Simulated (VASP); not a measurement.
# SiN (I4mm) in VASP: notebook

The runs below take SiN through single point, relaxation of cell and atoms, with PBE.

All numbers are computed with VASP 6.6.1; they aren't measurements. Logs are shortened: lines on timing, memory, paths and dates and some standing lists are left out, and cuts for length are marked.

### Step 1. The cell of the first run

The structure is tetragonal, space group I4mm (No. 107). The conventional cell has a = 3.100 Å, b = 3.100 Å, c = 4.825 Å, α = 90.00°, β = 90.00°, γ = 90.00°. Si (site symmetry 4mm) has 6 N at 2.06 to 2.76 Å within 2.8 Å. Within 2.8 Å of N (site symmetry 4mm) lie 6 Si at 2.06 to 2.76 Å.

The cell was generated, and may not be a known phase.

### Step 2. Single point, PBE, collinear spin, ferromagnetic start

Contents of INCAR:

```
PREC = Accurate ; ENCUT = 520
EDIFF = 1E-7 ; ISMEAR = 0
SIGMA = 0.1 ; LREAL = False
LASPH = True ; NELM = 150
ALGO = Normal ; ISIF = 2
LWAVE = False ; LCHARG = True
ISPIN = 2 ; MAGMOM = 0 1
LORBIT = 11 ; GGA = PE
LELF = True ; LVHAR = True
NBANDS = 16
```

Contents of KPOINTS:

```
regular mesh
0
Gamma
  8 8 8
```

Contents of POSCAR:

```
SiN
1.0
   -1.5498486400      1.5498486400      2.4123589000
    1.5498486400     -1.5498486400      2.4123589000
    1.5498486400      1.5498486400     -2.4123589000
Si N
1 1
Direct
    0.0000000000      0.0000000000      0.0000000000
    0.4280000000      0.4280000000      0.0000000000
```

Potentials or basis: VASP PAW PBE potentials, release 64 (Si, N).

Launch:

```
$ cat potpaw_PBE.64/Si/POTCAR potpaw_PBE.64/N/POTCAR > POTCAR
$ mpirun -np 1 vasp_std > vasp.out
```

OUTCAR:

```text
PREC = Accurate
   ENCUT = 520
   EDIFF = 1E-7
   ISMEAR = 0
   LREAL = False
   LASPH = True
   NELM = 150
   ISIF = 2
   ISPIN = 2
   LORBIT = 11
   GGA = PE

 ion  position               nearest neighbor table
   1  0.000  0.000  0.000-   2 2.06   2 2.22   2 2.22   2 2.22   2 2.22
   2  0.428  0.428  0.000-   1 2.06   1 2.22   1 2.22   1 2.22   1 2.22

  LATTYP: Found a body centered tetragonal cell.
 ALAT       =     3.0996972800
 C/A-ratio  =     1.5565125766

  Lattice vectors:

 A1 = (  -1.5498486400,   1.5498486400,   2.4123589000)
 A2 = (   1.5498486400,  -1.5498486400,   2.4123589000)
 A3 = (   1.5498486400,   1.5498486400,  -2.4123589000)

Analysis of symmetry for initial positions (statically):
=====================================================================
 Subroutine PRICEL returns:
 Original cell was already a primitive cell.

 Routine SETGRP: Setting up the symmetry group for a
 body centered tetragonal supercell.

 Subroutine GETGRP returns: Found  8 space group operations
 (whereof  8 operations were pure point group operations)
 out of a pool of 16 trial point group operations.

The static configuration has the point symmetry C_4v.

Analysis of symmetry for dynamics (positions and initial velocities):
=====================================================================
 Subroutine PRICEL returns:
 Original cell was already a primitive cell.

 Routine SETGRP: Setting up the symmetry group for a
 body centered tetragonal supercell.

 Subroutine GETGRP returns: Found  8 space group operations
 (whereof  8 operations were pure point group operations)
 out of a pool of 16 trial point group operations.

The dynamic configuration has the point symmetry C_4v.

Analysis of structural, dynamic, and magnetic symmetry:
=====================================================================
 Subroutine PRICEL returns:
 Original cell was already a primitive cell.

 Routine SETGRP: Setting up the symmetry group for a
 body centered tetragonal supercell.

 Subroutine GETGRP returns: Found  8 space group operations
 (whereof  8 operations were pure point group operations)
 out of a pool of 16 trial point group operations.

The overall configuration has the point symmetry C_4v.

 Subroutine INISYM returns: Found  8 space group operations
 (whereof  8 operations are pure point group operations),
 and found     1 'primitive' translations

----------------------------------------------------------------------------------------

                                     Primitive cell

  volume of cell :      23.1782

  direct lattice vectors                    reciprocal lattice vectors
    -1.549848640  1.549848640  2.412358900     0.000000000  0.322612149  0.207266008
     1.549848640 -1.549848640  2.412358900     0.322612149  0.000000000  0.207266008
     1.549848640  1.549848640 -2.412358900     0.322612149  0.322612149  0.000000000

  length of vectors
     3.259376793  3.259376793  3.259376793     0.383455078  0.383455078  0.456242476

  position of ions in fractional coordinates (direct lattice)
     0.000000000  0.000000000  0.000000000
     0.428000000  0.428000000  0.000000000

  ion indices of the primitive-cell ions
   primitive index   ion index
                 1           1
                 2           2

----------------------------------------------------------------------------------------

 KPOINTS: regular mesh

Automatic generation of k-mesh.
 Grid dimensions read from file:
 generate k-points for:    8    8    8

 Generating k-lattice:

  Cartesian coordinates                     Fractional coordinates (reciprocal lattice)
     0.000000000  0.040326519  0.025908251     0.125000000  0.000000000 -0.000000000
     0.040326519  0.000000000  0.025908251     0.000000000  0.125000000 -0.000000000
     0.040326519  0.040326519  0.000000000     0.000000000  0.000000000  0.125000000

  Length of vectors
     0.047931885  0.047931885  0.057030310

  Shift w.r.t. Gamma in fractional coordinates (k-lattice)
     0.000000000  0.000000000  0.000000000

 Subroutine IBZKPT returns following result:
 ===========================================

 Found     59 irreducible k-points:

 Following reciprocal coordinates:
            Coordinates               Weight
  0.000000  0.000000  0.000000      1.000000
  0.125000  0.000000  0.000000      8.000000
  0.250000  0.000000  0.000000      8.000000
  0.375000  0.000000  0.000000      8.000000
  0.500000  0.000000  0.000000      4.000000
  0.125000  0.125000  0.000000      8.000000
[... 16 lines left out ...]
  0.250000  0.125000  0.125000     16.000000
  0.375000  0.125000  0.125000      8.000000
 [... further k-points ...]
   k-points           NKPTS =     59   k-points in BZ     NKDIM =     59   number of bands    NBANDS=     16
   number of dos      NEDOS =    301   number of ions     NIONS =      2
   total plane-waves  NPLWV =  13824
   dimension x,y,z NGX =    24 NGY =   24 NGZ =   24
   dimension x,y,z NGXF=    48 NGYF=   48 NGZF=   48
   ions per type =               1   1
   NGX,Y,Z   is equivalent  to a cutoff of  12.24, 12.24, 12.24 a.u.
   NGXF,Y,Z  is equivalent  to a cutoff of  24.48, 24.48, 24.48 a.u.
 SYSTEM =  unknown system
   PREC   = accura    normal or accurate (medium, high low for compatibility)
   ISTART =      0    job   : 0-new  1-cont  2-samecut
   ICHARG =      2    charge: 1-file 2-atom 10-const
   ISPIN  =      2    spin polarized calculation?
   LNONCOLLINEAR =      F non collinear calculations
   LSORBIT =      F    spin-orbit coupling
   LASPH  =      T    aspherical Exc in radial PAW
   ENCUT  =  520.0 eV  38.22 Ry    6.18 a.u.   6.06  6.06  6.06*2*pi/ulx,y,z
   NELM   =    150;   NELMIN=  2; NELMDL= -5     # of ELM steps
   EDIFF  = 0.1E-06   stopping-criterion for ELM
   LREAL  =      F    real-space projection
   EDIFFG = 0.1E-05   stopping-criterion for IOM
   NSW    =      0    number of steps for IOM
   IBRION =     -1    ionic relax: 0-MD 1-quasi-New 2-CG
   NFREE  =      0    steps in history (QN), initial steepest desc. (CG)
   ISIF   =      2    stress and relaxation
   ISYM   =      2    0-nonsym 1-usesym 2-fastsym
   POTIM  = 0.5000    time-step for ionic-motion
   TEBEG  =    0.0;   TEEND  =   0.0 temperature during run
   PSTRESS=    0.0 pullay stress
   NELECT =       9.0000    total number of electrons
   NUPDOWN=      -1.0000    fix difference up-down
   EMIN   =  10.00;   EMAX   =-10.00  energy-range for DOS
   EFERMI =   0.00;   METHOD = LEGACY
   ISMEAR =     0;   SIGMA  =   0.10  broadening in eV -4-tet -1-fermi 0-gaus
   EFERMI_NEDOS =   21; number of points for ismear=-14 and -15
   IALGO  =     38    algorithm
   IMIX   =      4    mixing-type and parameters
     AMIX     =   0.40;   BMIX     =  1.00
     AMIX_MAG =   1.60;   BMIX_MAG =  1.00
  volume/ion in A,a.u.               =      11.59        78.21
  Fermi-wavevector in a.u.,A,eV,Ry     =   1.194342  2.256980 19.408081  1.426454
  Thomas-Fermi vector in A             =   2.330335
   LORBIT       =     11    0 simple, 1 ext, 2 COOP (PROOUT), +10 PAW based schemes
   GGA     = PE    functional components
   LHFCALC =     F    Hartree Fock is set to
   AEXX    =    0.0000 exact exchange contribution
   IVDW    =     0    specifies the selected vdW correction
   LEPSILON=     F    determine dielectric tensor
   LRPA    =     F    only Hartree local field effects (RPA)
 spin polarized calculation
 Gauss-broadening in eV      SIGMA  =   0.10
  energy-cutoff  :      520.00
  volume of cell :       23.18
 maximum number of plane-waves:       637
   NGX = 13   NGY = 13   NGZ = 13

 number of electron       8.9999999 magnetization       0.0001865

 number of electron       8.9999999 magnetization      -0.0001462

 Free energy of the ion-electron system (eV)
  ---------------------------------------------------
  ext. energy  EPLUGINS =         0.00000000
  ---------------------------------------------------
  free energy    TOTEN  =       -12.80675430 eV

  energy without entropy =      -12.80462513  energy(sigma->0) =      -12.80568971

 E-fermi :   8.7456     XC(G=0): -11.1550

 val. band max:        8.6887629372   @ k =   0.2500   0.1250   0.1250
 cond. band min:       8.8716883472   @ k =  -0.2500  -0.2500   0.1250
 fundamental gap:      0.1829254100
 Fermi energy:         8.7455857540

 spin component 1

 k-point     1 :       0.0000    0.0000    0.0000
  band No.  band energies     occupation
      1      -9.4088      1.00000
      2       5.6142      1.00000
      3       5.6142      1.00000
      4       5.6499      1.00000
      5       5.7269      1.00000
      6      14.9057      0.00000
[... 8 lines left out ...]
     15      27.5617      0.00000
     16      36.2008      0.00000
[... 419 lines left out ...]
 k-point    24 :       0.3750    0.1250    0.1250
  band No.  band energies     occupation
      1      -6.6895      1.00000
      2      -0.8697      1.00000
      3       2.9973      1.00000
      4       4.2712      1.00000
      5       8.4606      0.99997
      6      10.7204      0.00000
[... 8 lines left out ...]
     15      31.3421      0.00000
     16      33.5947      0.00000

 [... further k-points ...]

 spin component 2

 k-point     1 :       0.0000    0.0000    0.0000
  band No.  band energies     occupation
      1      -9.4089      1.00000
      2       5.6141      1.00000
      3       5.6141      1.00000
      4       5.6498      1.00000
      5       5.7267      1.00000
      6      14.9056      0.00000
[... 8 lines left out ...]
     15      27.5617      0.00000
     16      36.2007      0.00000
[... 419 lines left out ...]
 k-point    24 :       0.3750    0.1250    0.1250
  band No.  band energies     occupation
      1      -6.6897      1.00000
      2      -0.8698      1.00000
      3       2.9972      1.00000
      4       4.2710      1.00000
      5       8.4605      0.99997
      6      10.7204      0.00000
[... 8 lines left out ...]
     15      31.3420      0.00000
     16      33.5947      0.00000

 [... further k-points ...]
[... 5 lines left out ...]
  --------------------------------------------------------------------------------------
  -------------------------------------------------------------------------------------
  Total       -3.1994493     -3.1994493     -2.8479327      0.0000000      0.0000000      0.0000000
  in kB     -221.1593606   -221.1593606   -196.8610615      0.0000000      0.0000000      0.0000000
  external PRESSURE =    -213.0599276 kB  Pullay stress =       0.0000000 kB

 VOLUME and BASIS-vectors are now :
 -----------------------------------------------------------------------------
  energy-cutoff  :      520.00
  volume of cell :       23.18
      direct lattice vectors                 reciprocal lattice vectors
    -1.549848640  1.549848640  2.412358900     0.000000000  0.322612149  0.207266008
     1.549848640 -1.549848640  2.412358900     0.322612149  0.000000000  0.207266008
     1.549848640  1.549848640 -2.412358900     0.322612149  0.322612149  0.000000000

 POSITION                                       TOTAL-FORCE (eV/Angst)
 -----------------------------------------------------------------------------------
      0.00000      0.00000      0.00000         0.000000      0.000000      0.948290
      0.00000      0.00000      2.06498        -0.000000     -0.000000     -0.948290
 -----------------------------------------------------------------------------------
    total drift:                               -0.000001     -0.000001      0.000114

  FREE ENERGIE OF THE ION-ELECTRON SYSTEM (eV)
  ---------------------------------------------------
  free  energy   TOTEN  =       -12.8067542981 eV

  energy  without entropy=      -12.8046251317  energy(sigma->0) =      -12.80568971

 total charge

# of ion       s       p       d       tot
------------------------------------------
    1        0.848   0.582   0.000   1.430
    2        1.281   2.289   0.000   3.570
--------------------------------------------------
tot          2.129   2.871   0.000   5.000

 magnetization (x)

# of ion       s       p       d       tot
------------------------------------------
    1        0.000   0.000   0.000   0.000
    2       -0.000  -0.000   0.000  -0.000
--------------------------------------------------
tot         -0.000  -0.000   0.000  -0.000
```

Wall time 38 s (1 thread of Intel Xeon 8259CL, shared host); peak memory 0.16 GiB.

Results:

| Quantity | Value |
| --- | --- |
| Free energy | -12.8068 eV |
| Pressure | -21.3 GPa |
| Largest force | 0.948 eV/Å |
| Net moment | 0.00 μB per cell |
| Valence electrons inside the program's atomic spheres | Si 1.43; N 3.57 |

Forces on the atoms (eV/Å):
```
Si   0.000  0.000  0.948
N    0.000  0.000 -0.948
```

Caveat: the cell stands under tension.

### Step 3. Single point, PBE

This run uses another cell than the first one, of 9.99 Å³/atom.

Contents of INCAR:

```
SYSTEM = SiN
  ALGO = Normal
  EDIFF = 1E-6
  ENCUT = 520
  GGA = PE
  ISIF = 2
  ISMEAR = 0
  LASPH = .TRUE.
  LCHARG = .FALSE.
  LREAL = .FALSE.
  LWAVE = .FALSE.
  NBANDS = 12
  NELM = 60
  PREC = Accurate
  SIGMA = 0.1
```

Contents of KPOINTS:

```
k-points
0
G
  26 26 26
  0 0 0
```

Contents of POSCAR:

```
SiN
1.0
   -1.4731769320      1.4731769320      2.3021577738
    1.4731769320     -1.4731769320      2.3021577738
    1.4731769320      1.4731769320     -2.3021577738
Si N
1 1
Direct
    0.0102531969      0.0102531969      0.0000000000
    0.4177468031      0.4177468031      0.0000000000
```

Potentials or basis: VASP PAW PBE potentials, release 64 (Si, N).

Launch:

```
$ cat potpaw_PBE.64/Si/POTCAR potpaw_PBE.64/N/POTCAR > POTCAR
$ mpirun -np 1 vasp_std > vasp.out
```

It took 3.9 min on 1 thread of Intel Xeon 8259CL, shared host; peak memory 0.39 GiB.

Results (log left out):

- Free energy: -13.0863 eV
- Pressure: -0.1 GPa
- Largest force: 0.006 eV/Å
- Band gap on the k mesh: zero (an odd number of electrons rules out a gap without spin polarisation)

Forces in eV/Å, atoms in the order of the input:
```
Si   0.000  0.000  0.006
N    0.000  0.000 -0.006
```

Stress tensor (GPa, compression positive):
```
-0.01  0.00  0.00
 0.00 -0.01  0.00
 0.00  0.00 -0.15
```

Levels at points of the mesh, in eV from the Fermi level:
```
           k point  band 1  band 2  band 3  band 4  band 5  band 6  band 7  band 8  band 9  band 10
(0.00, 0.00, 0.00)  -20.47   -4.63   -4.21   -4.21   -2.54    6.11    6.11    6.86    6.88    11.39
(0.50, 0.00, 0.00)  -17.68  -12.22   -5.55   -4.41   -0.14    3.30    3.99    4.52    9.20    14.20
(0.50, 0.50, 0.00)  -16.66  -10.46   -7.23   -6.88   -4.37    0.50    7.39    7.82   10.42    15.25
(0.50, 0.50, 0.50)  -17.35  -11.43   -6.26   -6.26   -3.28    2.26    6.38    9.03    9.03    16.67
```

(Part 1 of 2 ends here.)

The gap in the log of VASP goes by the Fermi energy; the results here count the filled bands.